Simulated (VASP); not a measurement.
# Si5Ge (P-3m1) in VASP: a series of runs, part 2 of 2

VASP 6.6.1. Earlier steps stand in the parts before.

**3. Single point, PBE**

This run uses another cell than the first one, of 15.96 Å³/atom, 1.005 times its volume.

Contents of INCAR:

```
PREC = Accurate
ENCUT = 520
EDIFF = 1E-7
ISMEAR = 0
SIGMA = 0.1
LREAL = False
LASPH = True
NELM = 80
ALGO = Normal
ISIF = 2
LWAVE = False
LCHARG = True
GGA = PE
LELF = True
LVHAR = True
NBANDS = 26
```

Contents of KPOINTS:

```
Automatic mesh
0
Gamma
  6 6 2
```

Contents of POSCAR:

```
Si5Ge
1.0
    2.8592084173      0.0000000029      0.0000000000
   -1.4296042112      2.4761471226      0.0000000000
    0.0000000000      0.0000000000     13.5244638180
Si Ge
5 1
Direct
    0.6666666667      0.3333333333      0.6520568451
    0.3333333333      0.6666666667      0.7980151936
    0.6666666667      0.3333333333      0.2019848064
    0.3333333333      0.6666666667      0.3479431549
    0.0000000000      0.0000000000      0.5000000000
    0.0000000000      0.0000000000      0.0000000000
```

Potentials or basis: VASP PAW PBE potentials, release 64 (Si, Ge_d).

On the command line:

```sh
$ cat potpaw_PBE.64/Si/POTCAR potpaw_PBE.64/Ge_d/POTCAR > POTCAR
$ mpirun -np 1 vasp_std > vasp.out
```

OUTCAR:

```text
PREC = Accurate
   ENCUT = 520
   EDIFF = 1E-7
   ISMEAR = 0
   LREAL = False
   LASPH = True
   NELM = 80
   ISIF = 2
   GGA = PE

 ion  position               nearest neighbor table
   1  0.667  0.333  0.652-   2 2.57   2 2.57   2 2.57   5 2.64   5 2.64   5 2.64
   2  0.333  0.667  0.798-   1 2.57   1 2.57   1 2.57
   3  0.667  0.333  0.202-   4 2.57   4 2.57   4 2.57
   4  0.333  0.667  0.348-   3 2.57   3 2.57   3 2.57   5 2.64   5 2.64   5 2.64
   5  0.000  0.000  0.500-   1 2.64   4 2.64   4 2.64   1 2.64   1 2.64   4 2.64
   6  0.000  0.000  0.000-

  LATTYP: Found a hexagonal cell.
 ALAT       =     2.8592084173
 C/A-ratio  =     4.7301426983

  Lattice vectors:

 A1 = (   2.8592084173,   0.0000000029,   0.0000000000)
 A2 = (  -1.4296042112,   2.4761471226,   0.0000000000)
 A3 = (   0.0000000000,   0.0000000000,  13.5244638180)

Analysis of symmetry for initial positions (statically):
=====================================================================
 Subroutine PRICEL returns:
 Original cell was already a primitive cell.

 Routine SETGRP: Setting up the symmetry group for a
 hexagonal supercell.

 Subroutine GETGRP returns: Found 12 space group operations
 (whereof 12 operations were pure point group operations)
 out of a pool of 24 trial point group operations.

The static configuration has the point symmetry D_3d.

Analysis of symmetry for dynamics (positions and initial velocities):
=====================================================================
 Subroutine PRICEL returns:
 Original cell was already a primitive cell.

 Routine SETGRP: Setting up the symmetry group for a
 hexagonal supercell.

 Subroutine GETGRP returns: Found 12 space group operations
 (whereof 12 operations were pure point group operations)
 out of a pool of 24 trial point group operations.

The dynamic configuration has the point symmetry D_3d.

 Subroutine INISYM returns: Found 12 space group operations
 (whereof 12 operations are pure point group operations),
 and found     1 'primitive' translations

----------------------------------------------------------------------------------------

                                     Primitive cell

  volume of cell :      95.7508

  direct lattice vectors                    reciprocal lattice vectors
     2.859208417  0.000000003  0.000000000     0.349747151  0.201926613  0.000000000
    -1.429604211  2.476147123  0.000000000    -0.000000000  0.403853224  0.000000000
     0.000000000  0.000000000 13.524463818     0.000000000  0.000000000  0.073940085

  length of vectors
     2.859208417  2.859208417 13.524463818     0.403853224  0.403853224  0.073940085

  position of ions in fractional coordinates (direct lattice)
     0.666666667  0.333333333  0.652056845
     0.333333333  0.666666667  0.798015194
     0.666666667  0.333333333  0.201984806
     0.333333333  0.666666667  0.347943155
     0.000000000  0.000000000  0.500000000
     0.000000000  0.000000000  0.000000000

  ion indices of the primitive-cell ions
[... 36 lines left out ...]
  0.000000  0.000000  0.000000      1.000000
  0.166667  0.000000  0.000000      6.000000
  0.333333  0.000000  0.000000      6.000000
  0.500000  0.000000  0.000000      3.000000
  0.166667  0.166667  0.000000      6.000000
  0.333333  0.166667  0.000000     12.000000
  0.333333  0.333333  0.000000      2.000000
  0.000000  0.000000  0.500000      1.000000
  0.166667  0.000000  0.500000      6.000000
  0.333333  0.000000  0.500000      6.000000
  0.500000  0.000000  0.500000      3.000000
  0.166667  0.166667  0.500000      6.000000
  0.333333  0.166667  0.500000     12.000000
  0.333333  0.333333  0.500000      2.000000
   k-points           NKPTS =     14   k-points in BZ     NKDIM =     14   number of bands    NBANDS=     26
   number of dos      NEDOS =    301   number of ions     NIONS =      6
   total plane-waves  NPLWV =  62208
   dimension x,y,z NGX =    24 NGY =   24 NGZ =  108
   dimension x,y,z NGXF=    48 NGYF=   48 NGZF=  216
   ions per type =               5   1
   NGX,Y,Z   is equivalent  to a cutoff of  13.95, 13.95, 13.28 a.u.
   NGXF,Y,Z  is equivalent  to a cutoff of  27.91, 27.91, 26.55 a.u.
 SYSTEM =  unknown system
   PREC   = accura    normal or accurate (medium, high low for compatibility)
   ISTART =      0    job   : 0-new  1-cont  2-samecut
   ICHARG =      2    charge: 1-file 2-atom 10-const
   ISPIN  =      1    spin polarized calculation?
   LNONCOLLINEAR =      F non collinear calculations
   LSORBIT =      F    spin-orbit coupling
   LASPH  =      T    aspherical Exc in radial PAW
   ENCUT  =  520.0 eV  38.22 Ry    6.18 a.u.   5.32  5.32 25.15*2*pi/ulx,y,z
   NELM   =     80;   NELMIN=  2; NELMDL= -5     # of ELM steps
   EDIFF  = 0.1E-06   stopping-criterion for ELM
   LREAL  =      F    real-space projection
   EDIFFG = 0.1E-05   stopping-criterion for IOM
   NSW    =      0    number of steps for IOM
   IBRION =     -1    ionic relax: 0-MD 1-quasi-New 2-CG
   NFREE  =      0    steps in history (QN), initial steepest desc. (CG)
   ISIF   =      2    stress and relaxation
   ISYM   =      2    0-nonsym 1-usesym 2-fastsym
   POTIM  = 0.5000    time-step for ionic-motion
   TEBEG  =    0.0;   TEEND  =   0.0 temperature during run
   PSTRESS=    0.0 pullay stress
   NELECT =      34.0000    total number of electrons
   NUPDOWN=      -1.0000    fix difference up-down
   EMIN   =  10.00;   EMAX   =-10.00  energy-range for DOS
   EFERMI =   0.00;   METHOD = LEGACY
   ISMEAR =     0;   SIGMA  =   0.10  broadening in eV -4-tet -1-fermi 0-gaus
   EFERMI_NEDOS =   21; number of points for ismear=-14 and -15
   IALGO  =     38    algorithm
   IMIX   =      4    mixing-type and parameters
     AMIX     =   0.40;   BMIX     =  1.00
     AMIX_MAG =   1.60;   BMIX_MAG =  1.00
  volume/ion in A,a.u.               =      15.96       107.69
  Fermi-wavevector in a.u.,A,eV,Ry     =   1.159276  2.190715 18.285169  1.343922
  Thomas-Fermi vector in A             =   2.295871
   LORBIT       =      0    0 simple, 1 ext, 2 COOP (PROOUT), +10 PAW based schemes
   GGA     = PE    functional components
   LHFCALC =     F    Hartree Fock is set to
   AEXX    =    0.0000 exact exchange contribution
   IVDW    =     0    specifies the selected vdW correction
   LEPSILON=     F    determine dielectric tensor
   LRPA    =     F    only Hartree local field effects (RPA)
 non-spin polarized calculation
 Gauss-broadening in eV      SIGMA  =   0.10
  energy-cutoff  :      520.00
  volume of cell :       95.75
 maximum number of plane-waves:      2607
 NGX is ok and might be reduce to    24
   NGX = 11   NGY = 11   NGZ = 51

 number of electron      33.9999998 magnetization

 Free energy of the ion-electron system (eV)
  ---------------------------------------------------
  ext. energy  EPLUGINS =         0.00000000
  ---------------------------------------------------
  free energy    TOTEN  =       -28.39586600 eV

  energy without entropy =      -28.38306295  energy(sigma->0) =      -28.38946448

 E-fermi :   8.7652     XC(G=0): -10.9752

 val. band max:        8.7277742911   @ k =   0.5000   0.0000   0.0000
 cond. band min:       8.8357093999   @ k =   0.3333   0.0000   0.0000
 fundamental gap:      0.1079351088
 Fermi energy:         8.7652493385

 k-point     1 :       0.0000    0.0000    0.0000
  band No.  band energies     occupation
      1     -16.1306      2.00000
      2     -16.0981      2.00000
      3     -16.0981      2.00000
      4     -16.0304      2.00000
      5     -16.0304      2.00000
      6      -5.3734      2.00000
[... 395 lines left out ...]
     25      11.7903      0.00000
     26      12.1753      0.00000

------------------------ aborting loop because EDIFF is reached ----------------------------------------

  FORCE on cell =-STRESS in cart. coord.  units (eV):
  Direction    XX          YY          ZZ          XY          YZ          ZX
  --------------------------------------------------------------------------------------
  -------------------------------------------------------------------------------------
  Total       -0.0809870     -0.0809870     -0.1073797      0.0000000      0.0000000     -0.0000000
  in kB       -1.3551383     -1.3551383     -1.7967620      0.0000000      0.0000000     -0.0000000
  external PRESSURE =      -1.5023462 kB  Pullay stress =       0.0000000 kB

 VOLUME and BASIS-vectors are now :
 -----------------------------------------------------------------------------
  energy-cutoff  :      520.00
  volume of cell :       95.75
      direct lattice vectors                 reciprocal lattice vectors
     2.859208417  0.000000003  0.000000000     0.349747151  0.201926613  0.000000000
    -1.429604211  2.476147123  0.000000000    -0.000000000  0.403853224  0.000000000
     0.000000000  0.000000000 13.524463818     0.000000000  0.000000000  0.073940085

 POSITION                                       TOTAL-FORCE (eV/Angst)
 -----------------------------------------------------------------------------------
      1.42960      0.82538      8.81872         0.000000     -0.000000     -0.004872
     -0.00000      1.65076     10.79273         0.000000     -0.000000     -0.013174
      1.42960      0.82538      2.73174        -0.000000      0.000000      0.013174
     -0.00000      1.65076      4.70574        -0.000000      0.000000      0.004872
      0.00000      0.00000      6.76223        -0.000000     -0.000000      0.000000
      0.00000      0.00000      0.00000        -0.000000     -0.000000      0.000000
 -----------------------------------------------------------------------------------
    total drift:                               -0.000000      0.000000     -0.000000

  FREE ENERGIE OF THE ION-ELECTRON SYSTEM (eV)
  ---------------------------------------------------
  free  energy   TOTEN  =       -28.3958660034 eV

  energy  without entropy=      -28.3830629533  energy(sigma->0) =      -28.38946448
```

OSZICAR:

```text
N       E                     dE             d eps       ncg     rms          rms(c)
DAV:   1     0.184860283213E+03    0.18486E+03   -0.14461E+04   922   0.199E+03
DAV:   2    -0.204512353935E+01   -0.18691E+03   -0.17625E+03   778   0.527E+02
DAV:   3    -0.277824608531E+02   -0.25737E+02   -0.25057E+02   916   0.103E+02
DAV:   4    -0.287529103477E+02   -0.97045E+00   -0.95802E+00   912   0.201E+01
DAV:   5    -0.287733205950E+02   -0.20410E-01   -0.20391E-01  1004   0.324E+00    0.617E+00
DAV:   6    -0.285747482757E+02    0.19857E+00   -0.24257E+00   974   0.753E+00    0.361E+00
DAV:   7    -0.284522172896E+02    0.12253E+00   -0.10232E+00  1062   0.492E+00    0.256E+00
DAV:   8    -0.283966399152E+02    0.55577E-01   -0.18664E-01   956   0.220E+00    0.518E-01
DAV:   9    -0.283960394790E+02    0.60044E-03   -0.36872E-02   850   0.883E-01    0.380E-01
DAV:  10    -0.283960627691E+02   -0.23290E-04   -0.19388E-03   938   0.205E-01    0.359E-01
DAV:  11    -0.283961750973E+02   -0.11233E-03   -0.87788E-05   880   0.520E-02    0.457E-01
DAV:  12    -0.283958776871E+02    0.29741E-03   -0.87460E-04   898   0.166E-01    0.835E-02
DAV:  13    -0.283958729554E+02    0.47317E-05   -0.11244E-04   850   0.470E-02    0.574E-02
DAV:  14    -0.283958710050E+02    0.19504E-05   -0.51993E-06   924   0.124E-02    0.472E-02
DAV:  15    -0.283958668488E+02    0.41562E-05   -0.43179E-06   848   0.104E-02    0.256E-02
DAV:  16    -0.283958660822E+02    0.76661E-06   -0.17628E-06   958   0.561E-03    0.121E-02
DAV:  17    -0.283958660034E+02    0.78768E-07   -0.13723E-07   556   0.208E-03
   1 F= -.28395866E+02 E0= -.28389464E+02  d E =-.128031E-01
```

Run time: 45 s. Hardware: 1 thread of Intel Xeon 6975P-C (Granite Rapids), shared host; peak memory 0.24 GiB.

Results:

| Quantity | Value |
| --- | --- |
| Free energy | -28.3959 eV |
| Pressure | -0.2 GPa |
| Largest force | 0.013 eV/Å |
| Band gap on the k mesh | zero (band 17 reaches 15.34 eV, above the bottom of band 18 at 6.33 eV) |

Forces on the atoms (eV/Å):
```
Si   0.000  0.000 -0.005
Si   0.000  0.000 -0.013
Si   0.000  0.000  0.013
Si   0.000  0.000  0.005
Si   0.000  0.000  0.000
Ge   0.000  0.000  0.000
```

Levels at points of the mesh, in eV from the Fermi level:
```
           k point  band 12  band 13  band 14  band 15  band 16  band 17  band 18  band 19  band 20  band 21
(0.00, 0.00, 0.00)    -5.86    -1.00    -0.95     4.96     6.27     6.58     6.58     6.70     6.70     7.20
(0.50, 0.00, 0.00)    -5.41    -4.78    -4.16    -4.05    -1.14    -1.02    -0.26    -0.04     1.92     2.60
(0.00, 0.00, 0.50)    -4.31    -3.29     1.68     2.61     6.58     6.58     6.70     6.70     7.20     7.20
(0.50, 0.00, 0.50)    -5.94    -5.20    -3.67    -3.28    -2.08    -2.01     0.96     1.40     1.93     1.94
```

Caveat: the k points lie up to 0.42 Å⁻¹ apart.

**4. Relaxation of cell and atoms, PBE**

Contents of INCAR:

```
PREC = Accurate ; ENCUT = 600
EDIFF = 1E-6 ; ISMEAR = 0
SIGMA = 0.1 ; LREAL = F
LASPH = T ; NELM = 80
ALGO = Normal ; ISIF = 3
LWAVE = F ; LCHARG = F
GGA = PE ; IBRION = 2
NSW = 90 ; EDIFFG = -0.04
```

Contents of KPOINTS:

```
regular mesh
0
Gamma
  6 6 2
```

Contents of POSCAR:

```
Si5Ge
1.0
    2.8211855700      0.0000000000      0.0000000000
   -1.4105927900      2.4432183800      0.0000000000
    0.0000000000      0.0000000000     13.8209302600
Si Ge
5 1
Direct
    0.6666666700      0.3333333300      0.6666666700
    0.3333333300      0.6666666700      0.8333333300
    0.6666666700      0.3333333300      0.1666666700
    0.3333333300      0.6666666700      0.3333333300
    0.0000000000      0.0000000000      0.5000000000
    0.0000000000      0.0000000000      0.0000000000
```

On the command line:

```sh
$ cat potpaw_PBE.64/Si/POTCAR potpaw_PBE.64/Ge_d/POTCAR > POTCAR
$ mpirun -np 1 vasp_std > vasp.out
```

Run time: 12 min. Hardware: 1 thread of Intel Xeon 6975P-C (Granite Rapids), shared host; peak memory 0.27 GiB.

It converged, with:

```
Free energy                            : -28.5473 eV
Relaxed volume                         : 15.70 Å³/atom
Relaxed cell                           : a = 2.958 Å, b = 2.958 Å, c = 12.428 Å, α = 90.00°, β = 90.00°, γ = 120.00°
Space group after relaxing (to 0.05 Å) : P-3m1 (No. 164)
Energy gained by relaxing              : 126.1 meV/atom
Ionic steps                            : 26
Pressure after relaxing                : 0.2 GPa
Largest force after relaxing           : 0.012 eV/Å
```

Forces in eV/Å, atoms in the order of the input:
```
Si   0.000  0.000  0.011
Si   0.000  0.000  0.012
Si   0.000  0.000 -0.012
Si   0.000  0.000 -0.011
Si   0.000  0.000  0.000
Ge   0.000  0.000  0.000
```

Stress tensor (GPa, compression positive):
```
0.06 0.00 0.00
0.00 0.06 0.00
0.00 0.00 0.36
```

Step by step:
```
step  energy change (eV)  largest force (eV/Å)  pressure (GPa)  volume (Å³)
   1              0.0000                0.6591           -3.08        95.26
   2             -0.0905                0.6775           -0.14        91.11
   3             -0.1018                0.6322            1.57        89.33
   4             -0.1666                0.4973            1.67        89.33
   5             -0.3816                0.4384            3.35        89.30
   6             -0.2295                1.8138           10.44        89.12
   7             -0.4549                0.3274            4.76        89.27
   8             -0.5026                0.3226            3.99        90.42
   9             -0.5983                0.4152            2.28        93.18
  10             -0.5976                0.9955           -0.26        98.77
  11             -0.6397                0.6648            1.06        95.60
  12             -0.6427                0.7696            0.72        96.39
  13             -0.6804                0.5995           -0.14        97.03
  14             -0.7162                0.2378           -1.58        98.35
  15             -0.7167                0.1892           -1.79        98.53
  16             -0.7335                0.1495           -1.02        97.21
  17             -0.7402                0.1238            0.24        95.37
  18             -0.7405                0.1276            0.06        95.67
  19             -0.7420                0.0865           -0.03        95.65
  20             -0.7424                0.0815           -0.10        95.62
  21             -0.7436                0.0765           -0.09        95.54
  22             -0.7469                0.0623           -0.07        95.29
  23             -0.7522                0.0556            0.03        94.79
  24             -0.7550                0.0484            0.52        93.78
  25             -0.7555                0.0518            0.44        94.04
  26             -0.7565                0.0122            0.16        94.18
```

Final structure:
```
Si Ge
1.0
     2.95816    0.00000    0.00000
    -1.47908    2.56184    0.00000
     0.00000    0.00000   12.42767
Si Ge
5 1
Direct
  0.66667 0.33333 0.65783
  0.33333 0.66667 0.80893
  0.66667 0.33333 0.19107
  0.33333 0.66667 0.34217
  0.00000 0.00000 0.50000
  0.00000 0.00000 0.00000
```

Levels at points of the mesh, in eV from the Fermi level:
```tsv
k point	band 13	band 14	band 15	band 16	band 17	band 18	band 19	band 20	band 21
(0.00, 0.00, 0.00)	0.96	1.18	5.40	5.40	5.52	5.52	6.05	6.05	7.16
(0.50, 0.00, 0.00)	-4.75	-4.03	-3.92	-0.27	-0.22	0.24	0.50	1.10	1.87
(0.00, 0.00, 0.50)	-1.85	4.43	4.96	5.39	5.39	5.52	5.52	6.09	6.09
(0.50, 0.00, 0.50)	-5.47	-3.02	-2.60	-1.96	-1.85	1.13	1.74	2.10	2.38
```

Caveat: the k points lie up to 0.41 Å⁻¹ apart in the final cell; the bands computed are all filled at some k points, so no gap is given.

**5. Overview**

| task | cell | cutoff (eV) | gap on the mesh (eV) | pressure (GPa) | largest force (eV/Å) |
| --- | --- | --- | --- | --- | --- |
| single point | a = 2.821, b = 2.821, c = 13.821 Å, angles 90.0, 90.0, 120.0°, 6 atoms | 520 | none | -3.0 | 0.64 |
| single point | a = 2.859, b = 2.859, c = 13.524 Å, angles 90.0, 90.0, 120.0°, 6 atoms | 520 | none | -0.2 | 0.01 |
| relaxation of cell and atoms | relaxed from a = 2.821, b = 2.821, c = 13.821 Å, angles 90.0, 90.0, 120.0°, 6 atoms | 600 | - | 0.2 | 0.01 |

Alike in all rows: level PBE; potentials or basis VASP PAW PBE potentials, release 64 (Si, Ge_d); no spin polarisation; k mesh 6 × 6 × 2; smearing gaussian 0.1 eV.

Caveats: all runs use coarse meshes; the bands computed are all filled at some k points, so no gap is given (some runs).

Absolute energies hang on the potentials; compare differences alone.
